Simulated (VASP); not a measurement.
Ni:

```
CELL_PARAMETERS angstrom
-1.33056 1.33056 1.33056
1.33056 -1.33056 1.33056
1.33056 1.33056 -1.33056
ATOMIC_POSITIONS crystal
Ni 0.00000 0.00000 0.00000
```

This cell differs from its parent crystal: volume scaled by 0.9.

Base run:

| Item | Value |
| --- | --- |
| Program | VASP 6.6.1 |
| Functional | PBEsol |
| Potentials or basis | VASP PAW PBE potentials, release 64 (Ni) |
| Cutoff | 520 eV |
| k mesh | 21 × 21 × 21 |
| Occupations | fermi-dirac, width 0.08 eV |
| Spin | collinear spin, ferromagnetic start |
| Starting moments | [1.0] μB |

Its results: pressure 28.2 GPa; net moment 0.02 μB per cell.

**Question.** The run is repeated on the same cell with these changes: potentials or basis from VASP PAW PBE potentials, release 64 (Ni) to VASP PAW PBE potentials, release 64 (Ni_sv_GW); cutoff from 520 eV to 590 eV; further incar settings from ALGO = Normal; EDIFF = 1e-06; NBANDS = 15 to ALGO = Normal; EDIFF = 1e-06; NBANDS = 19; valence electrons from 10 to 18. What comes out?

**Answer.** Pressure 24.6 GPa; net moment 0.08 μB per cell; site moments Ni +0.08 μB.

Caveats: the PAW data sets were made with another functional, which shifts forces and pressure a little.
